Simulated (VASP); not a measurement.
# SnO2 (I4_1/amd) in VASP: single point with PBEsol

Aim: the single point of SnO2 with PBEsol.

All numbers are computed with VASP 6.6.1; they aren't measurements. Logs are shortened: lines on timing, memory, paths and dates and some standing lists are left out, and cuts for length are marked.

**1. The cell of the first run**

It takes space group I4_1/amd (No. 141, tetragonal). Conventional cell: a = 4.012 Å, b = 4.012 Å, c = 10.248 Å, α = 90.00°, β = 90.00°, γ = 90.00°. Within 2.7 Å of Sn (site symmetry -4m2) lie 6 O at 2.06 to 2.08 Å. O (site symmetry 2mm) has 3 Sn at 2.06 to 2.08 Å and 2 O at 2.56 Å within 2.7 Å.

**2. Single point, PBEsol**

File POSCAR:

```
SnO2
1.0
   -2.0057667215      2.0057667215      5.1240738080
    2.0057667215     -2.0057667215      5.1240738080
    2.0057667215      2.0057667215     -5.1240738080
Sn O
2 4
Direct
    0.7500000000      0.2500000000      0.5000000000
    0.0000000000      0.0000000000      0.0000000000
    0.7970800014      0.7970800014      0.0000000000
    0.9529199986      0.4529199986      0.5000000000
    0.2029199986      0.2029199986      0.0000000000
    0.5470800014      0.0470800014      0.5000000000
```

File INCAR.step1:

```
PREC     = Accurate       # precision mode
ENCUT    = 520            # plane-wave cutoff, eV
EDIFF    = 1E-6           # SCF threshold, eV
ISMEAR   = 0              # smearing method
SIGMA    = 0.02           # smearing width, eV
LREAL    = F              # projectors in reciprocal space
LASPH    = T              # aspherical terms in the spheres
NELM     = 60             # most SCF steps
ALGO     = Normal         # electronic algorithm
ISIF     = 2              # what is computed and relaxed
LWAVE    = F              # write WAVECAR
LCHARG   = T              # write CHGCAR
GGA      = PS             # functional
NBANDS   = 35             # bands
```

File KPOINTS.step1:

```
regular mesh
0
Gamma
  10 10 10
```

File INCAR.step2:

```
PREC     = Accurate       # precision mode
ENCUT    = 520            # plane-wave cutoff, eV
EDIFF    = 1E-6           # SCF threshold, eV
ISMEAR   = -5             # smearing method
SIGMA    = 0.02           # smearing width, eV
LREAL    = F              # projectors in reciprocal space
LASPH    = T              # aspherical terms in the spheres
NELM     = 60             # most SCF steps
ALGO     = Normal         # electronic algorithm
ISIF     = 2              # what is computed and relaxed
LWAVE    = F              # write WAVECAR
LCHARG   = F              # write CHGCAR
GGA      = PS             # functional
LORBIT   = 10             # projections on sites
NEDOS    = 1001           # points of the DOS
ICHARG   = 11             # starting density
```

File KPOINTS.step2:

```
regular mesh
0
Gamma
  15 15 15
```

Potentials or basis: VASP PAW PBE potentials, release 64 (Sn_d, O).

On the command line:

```bash
cat potpaw_PBE.64/Sn_d/POTCAR potpaw_PBE.64/O/POTCAR > POTCAR
cp INCAR.step1 INCAR
cp KPOINTS.step1 KPOINTS
mpirun -np 1 vasp_std > vasp.out
cp INCAR.step2 INCAR
cp KPOINTS.step2 KPOINTS
mpirun -np 1 vasp_std > vasp.out
```

OUTCAR:

```text
PREC = Accurate
   ENCUT = 520
   EDIFF = 1E-6
   ISMEAR = -5
   LREAL = F
   LASPH = T
   NELM = 60
   ISIF = 2
   GGA = PS
   LORBIT = 10
   ICHARG = 11

 ion  position               nearest neighbor table
   1  0.750  0.250  0.500-   3 2.06   5 2.06   3 2.06   5 2.06   4 2.08   6 2.08   2 3.25   2 3.25
                             2 3.25   2 3.25
   2  0.000  0.000  0.000-   6 2.06   4 2.06   6 2.06   4 2.06   3 2.08   5 2.08   1 3.25   1 3.25
                             1 3.25   1 3.25
   3  0.797  0.797  0.000-   1 2.06   1 2.06   2 2.08
   4  0.953  0.453  0.500-   2 2.06   2 2.06   1 2.08
   5  0.203  0.203  0.000-   1 2.06   1 2.06   2 2.08
   6  0.547  0.047  0.500-   2 2.06   2 2.06   1 2.08

  LATTYP: Found a body centered tetragonal cell.
 ALAT       =     4.0115334430
 C/A-ratio  =     2.5546708663

  Lattice vectors:

 A1 = (  -2.0057667215,   2.0057667215,   5.1240738080)
 A2 = (   2.0057667215,  -2.0057667215,   5.1240738080)
 A3 = (   2.0057667215,   2.0057667215,  -5.1240738080)

Analysis of symmetry for initial positions (statically):
=====================================================================
 Subroutine PRICEL returns:
 Original cell was already a primitive cell.

 Routine SETGRP: Setting up the symmetry group for a
 body centered tetragonal supercell.

 Subroutine GETGRP returns: Found 16 space group operations
 (whereof  8 operations were pure point group operations)
 out of a pool of 16 trial point group operations.

The static configuration has the point symmetry D_2d.
 The point group associated with its full space group is D_4h.

Analysis of symmetry for dynamics (positions and initial velocities):
=====================================================================
 Subroutine PRICEL returns:
 Original cell was already a primitive cell.

 Routine SETGRP: Setting up the symmetry group for a
 body centered tetragonal supercell.

 Subroutine GETGRP returns: Found 16 space group operations
 (whereof  8 operations were pure point group operations)
 out of a pool of 16 trial point group operations.

The dynamic configuration has the point symmetry D_2d.
 The point group associated with its full space group is D_4h.

 Subroutine INISYM returns: Found 16 space group operations
 (whereof  8 operations are pure point group operations),
 and found     1 'primitive' translations

----------------------------------------------------------------------------------------

                                     Primitive cell

  volume of cell :      82.4586

  direct lattice vectors                    reciprocal lattice vectors
    -2.005766722  2.005766722  5.124073808     0.000000000  0.249281232  0.097578610
     2.005766722 -2.005766722  5.124073808     0.249281232  0.000000000  0.097578610
     2.005766722  2.005766722 -5.124073808     0.249281232  0.249281232  0.000000000

  length of vectors
     5.856819331  5.856819331  5.856819331     0.267698931  0.267698931  0.352536900

  position of ions in fractional coordinates (direct lattice)
     0.750000000  0.250000000  0.500000000
     0.000000000  0.000000000  0.000000000
     0.797080001  0.797080001  0.000000000
     0.952919999  0.452919999  0.500000000
     0.202919999  0.202919999  0.000000000
     0.547080001  0.047080001  0.500000000

  ion indices of the primitive-cell ions
   primitive index   ion index
                 1           1
                 2           2
                 3           3
                 4           4
                 5           5
                 6           6

----------------------------------------------------------------------------------------

 KPOINTS: regular mesh

Automatic generation of k-mesh.
 Grid dimensions read from file:
 generate k-points for:   15   15   15

 Generating k-lattice:

  Cartesian coordinates                     Fractional coordinates (reciprocal lattice)
     0.000000000  0.016618749  0.006505241     0.066666667 -0.000000000  0.000000000
     0.016618749  0.000000000  0.006505241    -0.000000000  0.066666667  0.000000000
     0.016618749  0.016618749  0.000000000     0.000000000  0.000000000  0.066666667

  Length of vectors
     0.017846595  0.017846595  0.023502460

  Shift w.r.t. Gamma in fractional coordinates (k-lattice)
     0.000000000  0.000000000  0.000000000

 TETIRR: Found   4311 inequivalent tetrahedra from    20250

 Subroutine IBZKPT returns following result:
 ===========================================

 Found    288 irreducible k-points:

 Following reciprocal coordinates:
            Coordinates               Weight
  0.000000  0.000000  0.000000      1.000000
  0.066667  0.000000 -0.000000      8.000000
  0.133333  0.000000  0.000000      8.000000
  0.200000  0.000000 -0.000000      8.000000
  0.266667  0.000000  0.000000      8.000000
  0.333333  0.000000 -0.000000      8.000000
[... 16 lines left out ...]
  0.133333  0.133333  0.000000      8.000000
  0.200000  0.133333  0.000000     16.000000
 [... further k-points ...]
   k-points           NKPTS =    288   k-points in BZ     NKDIM =    288   number of bands    NBANDS=     31
   number of dos      NEDOS =   1001   number of ions     NIONS =      6
   total plane-waves  NPLWV = 110592
   dimension x,y,z NGX =    48 NGY =   48 NGZ =   48
   dimension x,y,z NGXF=    96 NGYF=   96 NGZF=   96
   ions per type =               2   4
   NGX,Y,Z   is equivalent  to a cutoff of  13.62, 13.62, 13.62 a.u.
   NGXF,Y,Z  is equivalent  to a cutoff of  27.25, 27.25, 27.25 a.u.
 SYSTEM =  unknown system
   PREC   = accura    normal or accurate (medium, high low for compatibility)
   ISTART =      0    job   : 0-new  1-cont  2-samecut
   ICHARG =     11    charge: 1-file 2-atom 10-const
   ISPIN  =      1    spin polarized calculation?
   LNONCOLLINEAR =      F non collinear calculations
   LSORBIT =      F    spin-orbit coupling
   LASPH  =      T    aspherical Exc in radial PAW
   ENCUT  =  520.0 eV  38.22 Ry    6.18 a.u.  10.89 10.89 10.89*2*pi/ulx,y,z
   NELM   =     60;   NELMIN=  2; NELMDL=  0     # of ELM steps
   EDIFF  = 0.1E-05   stopping-criterion for ELM
   LREAL  =      F    real-space projection
   EDIFFG = 0.1E-04   stopping-criterion for IOM
   NSW    =      0    number of steps for IOM
   IBRION =     -1    ionic relax: 0-MD 1-quasi-New 2-CG
   NFREE  =      0    steps in history (QN), initial steepest desc. (CG)
   ISIF   =      2    stress and relaxation
   ISYM   =      2    0-nonsym 1-usesym 2-fastsym
   POTIM  = 0.5000    time-step for ionic-motion
   TEBEG  =    0.0;   TEEND  =   0.0 temperature during run
   PSTRESS=    0.0 pullay stress
   NELECT =      52.0000    total number of electrons
   NUPDOWN=      -1.0000    fix difference up-down
   EMIN   =  10.00;   EMAX   =-10.00  energy-range for DOS
   EFERMI =   0.00;   METHOD = LEGACY
   ISMEAR =    -5;   SIGMA  =   0.02  broadening in eV -4-tet -1-fermi 0-gaus
   EFERMI_NEDOS =   21; number of points for ismear=-14 and -15
   IALGO  =     38    algorithm
   IMIX   =      4    mixing-type and parameters
     AMIX     =   0.40;   BMIX     =  1.00
     AMIX_MAG =   1.60;   BMIX_MAG =  1.00
  volume/ion in A,a.u.               =      13.74        92.74
  Fermi-wavevector in a.u.,A,eV,Ry     =   1.403882  2.652952 26.815506  1.970884
  Thomas-Fermi vector in A             =   2.526499
   LORBIT       =     10    0 simple, 1 ext, 2 COOP (PROOUT), +10 PAW based schemes
   GGA     = PS    functional components
   LHFCALC =     F    Hartree Fock is set to
   AEXX    =    0.0000 exact exchange contribution
   IVDW    =     0    specifies the selected vdW correction
   LEPSILON=     F    determine dielectric tensor
   LRPA    =     F    only Hartree local field effects (RPA)
 non-spin polarized calculation
 Fermi weights with tetrahedron method with Bloechl corrections
  energy-cutoff  :      520.00
  volume of cell :       82.46
 maximum number of plane-waves:      2259
 NGX is ok and might be reduce to    48

 number of electron      52.0000004 magnetization

 Free energy of the ion-electron system (eV)
  ---------------------------------------------------
  ext. energy  EPLUGINS =         0.00000000
  ---------------------------------------------------
  free energy    TOTEN  =       -39.22432608 eV

  energy without entropy =      -39.22432608  energy(sigma->0) =      -39.22432608

 E-fermi :   3.8653     XC(G=0): -10.5194

 val. band max:        3.8604434286   @ k =   0.3333   0.2667   0.2000
 cond. band min:       5.3876339101   @ k =   0.0000   0.0000   0.0000
 fundamental gap:      1.5271904816
 Fermi energy:         3.8653180875

 k-point     1 :       0.0000    0.0000    0.0000
  band No.  band energies     occupation
      1     -16.4620      2.00000
      2     -16.4343      2.00000
      3     -16.2966      2.00000
      4     -15.7561      2.00000
      5     -15.6295      2.00000
      6     -15.6295      2.00000
[... 23 lines left out ...]
     30      13.5658      0.00000
     31      13.6105      0.00000

 k-point     2 :       0.0667    0.0000   -0.0000
  band No.  band energies     occupation
      1     -16.4764      2.00000
      2     -16.4039      2.00000
      3     -16.2915      2.00000
      4     -15.7576      2.00000
      5     -15.6306      2.00000
      6     -15.6285      2.00000
[... 23 lines left out ...]
     30      13.5990      0.00000
     31      13.7244      0.00000

 k-point     3 :       0.1333    0.0000    0.0000
  band No.  band energies     occupation
      1     -16.4866      2.00000
      2     -16.3536      2.00000
      3     -16.2715      2.00000
      4     -15.7620      2.00000
      5     -15.6336      2.00000
      6     -15.6258      2.00000
[... 703 lines left out ...]
     30      13.3746      0.00000
     31      14.3749      0.00000

 k-point    24 :       0.2000    0.1333    0.0000
  band No.  band energies     occupation
      1     -16.4912      2.00000
      2     -16.2863      2.00000
      3     -16.1763      2.00000
      4     -15.7307      2.00000
      5     -15.6514      2.00000
      6     -15.6196      2.00000
[... 23 lines left out ...]
     30      13.2546      0.00000
     31      14.0125      0.00000

 [... further k-points ...]

------------------------ aborting loop because EDIFF is reached ----------------------------------------

  FORCE on cell =-STRESS in cart. coord.  units (eV):
  Direction    XX          YY          ZZ          XY          YZ          ZX
  --------------------------------------------------------------------------------------
  -------------------------------------------------------------------------------------
  Total        0.2393415      0.2393415      0.3759892      0.0000000      0.0000000      0.0000000
  in kB        4.6504218      4.6504218      7.3054966      0.0000000      0.0000000      0.0000000
  external PRESSURE =       5.5354467 kB  Pullay stress =       0.0000000 kB

 VOLUME and BASIS-vectors are now :
 -----------------------------------------------------------------------------
  energy-cutoff  :      520.00
  volume of cell :       82.46
      direct lattice vectors                 reciprocal lattice vectors
    -2.005766722  2.005766722  5.124073808     0.000000000  0.249281232  0.097578610
     2.005766722 -2.005766722  5.124073808     0.249281232  0.000000000  0.097578610
     2.005766722  2.005766722 -5.124073808     0.249281232  0.249281232  0.000000000

 POSITION                                       TOTAL-FORCE (eV/Angst)
 -----------------------------------------------------------------------------------
      0.00000      2.00577      2.56204         0.000000      0.000000      0.000000
      0.00000      0.00000      0.00000         0.000000      0.000000     -0.000000
      0.00000      0.00000      8.16859        -0.000000      0.000000     -0.025124
      0.00000      2.00577      4.64159         0.000000     -0.000000      0.025124
      0.00000      0.00000      2.07955        -0.000000      0.000000      0.025124
      0.00000      2.00577      0.48248         0.000000     -0.000000     -0.025124
 -----------------------------------------------------------------------------------
    total drift:                               -0.000000     -0.000000      0.000000

  FREE ENERGIE OF THE ION-ELECTRON SYSTEM (eV)
  ---------------------------------------------------
  free  energy   TOTEN  =       -39.2243260804 eV

  energy  without entropy=      -39.2243260804  energy(sigma->0) =      -39.22432608

 total charge

# of ion       s       p       d       tot
------------------------------------------
    1        0.886   1.088  10.365  12.338
    2        0.886   1.088  10.365  12.338
    3        1.557   3.477   0.000   5.035
    4        1.557   3.477   0.000   5.035
    5        1.557   3.477   0.000   5.035
    6        1.557   3.477   0.000   5.035
--------------------------------------------------
tot          8.000  16.085  20.730  44.815
```

It took 23 min on 1 thread of Intel Xeon 8259CL, shared host; peak memory 0.74 GiB.

What came out:

* Valence electrons inside the program's atomic spheres: Sn 12.34; O 5.04

Caveat: the PAW data sets were made with another functional, which shifts forces and pressure a little; spin-orbit coupling is left out, which moves the levels of the heavy elements.
